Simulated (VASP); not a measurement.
# Ta (Fm-3m) in VASP: further runs, part 2 of 2

VASP 6.6.1.

### 3 Relaxation of cell and atoms, PBEsol

This run uses another cell than the first one, of 18.00 Å³/atom, 0.982 times its volume.

File INCAR:

```
SYSTEM = Ta
ALGO = Normal ; EDIFF = 1E-6
EDIFFG = -0.01 ; ENCUT = 600
GGA = PS ; IBRION = 2
ISIF = 3 ; ISMEAR = -1
LASPH = .TRUE. ; LCHARG = .FALSE.
LREAL = .FALSE. ; LWAVE = .FALSE.
NELM = 80 ; NSW = 60
PREC = Accurate ; SIGMA = 0.1
```

File KPOINTS:

```
k-points
0
G
  4 4 4
  0 0 0
```

File POSCAR:

```
Ta
1.0
    4.1600000000      0.0000000000      0.0000000000
    0.0000000000      4.1600000000      0.0000000000
    0.0000000000      0.0000000000      4.1600000000
Ta
4
Direct
    0.0000000000      0.0000000000      0.0000000000
    0.0000000000      0.5000000000      0.5000000000
    0.5000000000      0.0000000000      0.5000000000
    0.5000000000      0.5000000000      0.0000000000
```

Potentials or basis: VASP PAW PBE potentials, release 64 (Ta_pv).

Command:

```
$ cat potpaw_PBE.64/Ta_pv/POTCAR > POTCAR
$ mpirun -np 1 vasp_std > vasp.out
```

OUTCAR:

```text
SYSTEM = Ta
   EDIFF = 1E-6
   EDIFFG = -0.01
   ENCUT = 600
   GGA = PS
   IBRION = 2
   ISIF = 3
   ISMEAR = -1
   LASPH = .TRUE.
   LREAL = .FALSE.
   NELM = 80
   NSW = 60
   PREC = Accurate

 ion  position               nearest neighbor table
   1  0.000  0.000  0.000-   2 2.94   3 2.94   4 2.94   2 2.94   3 2.94   2 2.94   4 2.94   2 2.94
                             3 2.94   4 2.94   3 2.94   4 2.94
   2  0.000  0.500  0.500-   1 2.94   3 2.94   4 2.94   1 2.94   4 2.94   1 2.94   3 2.94   1 2.94
                             3 2.94   4 2.94   4 2.94   3 2.94
   3  0.500  0.000  0.500-   1 2.94   2 2.94   4 2.94   1 2.94   4 2.94   2 2.94   4 2.94   4 2.94
                             1 2.94   2 2.94   1 2.94   2 2.94
   4  0.500  0.500  0.000-   1 2.94   2 2.94   3 2.94   2 2.94   3 2.94   1 2.94   3 2.94   3 2.94
                             1 2.94   2 2.94   2 2.94   1 2.94

  LATTYP: Found a simple cubic cell.
 ALAT       =     4.1600000000

  Lattice vectors:

 A1 = (   4.1600000000,   0.0000000000,   0.0000000000)
 A2 = (   0.0000000000,   4.1600000000,   0.0000000000)
 A3 = (   0.0000000000,   0.0000000000,   4.1600000000)

Analysis of symmetry for initial positions (statically):
=====================================================================
 Subroutine PRICEL returns following result:

  LATTYP: Found a face centered cubic cell.
 ALAT       =     4.1600000000

  Lattice vectors:

 A1 = (   2.0800000000,  -2.0800000000,   0.0000000000)
 A2 = (   2.0800000000,   0.0000000000,   2.0800000000)
 A3 = (   0.0000000000,  -2.0800000000,   2.0800000000)

   4 primitive cells build up your supercell.

 Routine SETGRP: Setting up the symmetry group for a
 simple cubic supercell.

 Subroutine GETGRP returns: Found 48 space group operations
 (whereof 48 operations were pure point group operations)
 out of a pool of 48 trial point group operations.

The static configuration has the point symmetry O_h .

Analysis of symmetry for dynamics (positions and initial velocities):
[... 113 lines left out ...]
   TEBEG  =    0.0;   TEEND  =   0.0 temperature during run
   PSTRESS=    0.0 pullay stress
   NELECT =      44.0000    total number of electrons
   NUPDOWN=      -1.0000    fix difference up-down
   EMIN   =  10.00;   EMAX   =-10.00  energy-range for DOS
   EFERMI =   0.00;   METHOD = LEGACY
   ISMEAR =    -1;   SIGMA  =   0.10  broadening in eV -4-tet -1-fermi 0-gaus
   EFERMI_NEDOS =   21; number of points for ismear=-14 and -15
   IALGO  =     38    algorithm
   IMIX   =      4    mixing-type and parameters
     AMIX     =   0.40;   BMIX     =  1.00
     AMIX_MAG =   1.60;   BMIX_MAG =  1.00
  volume/ion in A,a.u.               =      18.00       121.46
  Fermi-wavevector in a.u.,A,eV,Ry     =   1.389310  2.625415 26.261712  1.930181
  Thomas-Fermi vector in A             =   2.513353
   LORBIT       =      0    0 simple, 1 ext, 2 COOP (PROOUT), +10 PAW based schemes
   GGA     = PS    functional components
   LHFCALC =     F    Hartree Fock is set to
   AEXX    =    0.0000 exact exchange contribution
   IVDW    =     0    specifies the selected vdW correction
   LEPSILON=     F    determine dielectric tensor
   LRPA    =     F    only Hartree local field effects (RPA)
 conjugate gradient relaxation of ions
 non-spin polarized calculation
  energy-cutoff  :      600.00
  volume of cell :       71.99
 maximum number of plane-waves:      2469
 NGX is ok and might be reduce to    36
   NGX = 17   NGY = 17   NGZ = 17

--------------------------------------- Ionic step        1  -------------------------------------------

 number of electron      44.0000005 magnetization

 Free energy of the ion-electron system (eV)
  ---------------------------------------------------
  ext. energy  EPLUGINS =         0.00000000
  ---------------------------------------------------
  free energy    TOTEN  =       -49.04108998 eV

  energy without entropy =      -48.76965740  energy(sigma->0) =      -48.90537369

------------------------ aborting loop because EDIFF is reached ----------------------------------------

  FORCE on cell =-STRESS in cart. coord.  units (eV):
  Direction    XX          YY          ZZ          XY          YZ          ZX
  --------------------------------------------------------------------------------------
  -------------------------------------------------------------------------------------
  Total        1.6336141      1.6336141      1.6336141      0.0000000     -0.0000000     -0.0000000
  in kB       36.3563326     36.3563326     36.3563326      0.0000000     -0.0000000     -0.0000000
  external PRESSURE =      36.3563326 kB  Pullay stress =       0.0000000 kB
[... 63 lines left out ...]
--------------------------------------- Ionic step        3  -------------------------------------------

 number of electron      44.0000008 magnetization

 Free energy of the ion-electron system (eV)
  ---------------------------------------------------
  ext. energy  EPLUGINS =         0.00000000
  ---------------------------------------------------
  free energy    TOTEN  =       -49.05602895 eV

  energy without entropy =      -48.78780711  energy(sigma->0) =      -48.92191803

 E-fermi :   5.5251     XC(G=0): -12.6408

 val. band max:        5.4977432780   @ k =   0.5000   0.2500   0.0000
 cond. band min:       5.5629119559   @ k =   0.5000   0.2500   0.2500
 fundamental gap:      0.0651686779
 Fermi energy:         5.5250632239

 k-point     1 :       0.0000    0.0000    0.0000
  band No.  band energies     occupation
      1     -28.9729      2.00000
      2     -28.9729      2.00000
      3     -28.9729      2.00000
      4     -28.3362      2.00000
      5     -28.3362      2.00000
      6     -28.3362      2.00000
[... 310 lines left out ...]
  FREE ENERGIE OF THE ION-ELECTRON SYSTEM (eV)
  ---------------------------------------------------
  free  energy   TOTEN  =       -49.0560289545 eV

  energy  without entropy=      -48.7878071051  energy(sigma->0) =      -48.92191803

 reached required accuracy - stopping structural energy minimisation
```

Run time: 87 s. Hardware: 1 thread of Intel Xeon 8259CL, shared host; peak memory 0.22 GiB.

What came out:

```yaml
Free_energy: -49.0560 eV
Relaxed_volume: 18.34 Å³/atom
Relaxed_cell: a = 4.186 Å, b = 4.186 Å, c = 4.186 Å, α = 90.00°, β = 90.00°, γ = 90.00°
Space_group_after_relaxing_to_0.05_Å: Fm-3m (No. 225)
Energy_gained_by_relaxing: 3.7 meV/atom
Ionic_steps: 3
Pressure_after_relaxing: 0.0 GPa
Band_gap_on_the_k_mesh: zero (band 22 reaches 6.50 eV, above the bottom of band 23 at 4.57 eV)
```

Step by step:
| step | energy change (eV) | largest force (eV/Å) | pressure (GPa) | volume (Å³) |
| --- | --- | --- | --- | --- |
| 1 | 0.0000 | 0.0000 | 3.64 | 71.99 |
| 2 | 0.0556 | 0.0000 | -7.32 | 76.33 |
| 3 | -0.0149 | 0.0000 | -0.03 | 73.34 |

Final structure:
```
Ta
1.0
     4.18586    0.00000    0.00000
     0.00000    4.18586    0.00000
     0.00000    0.00000    4.18586
Ta
4
Direct
  0.00000 0.00000 0.00000
  0.00000 0.50000 0.50000
  0.50000 0.00000 0.50000
  0.50000 0.50000 0.00000
```

Caveat: the k points lie up to 0.38 Å⁻¹ apart in the final cell; the PAW data sets were made with another functional, which shifts forces and pressure a little; spin-orbit coupling is left out, which moves the levels of the heavy elements.
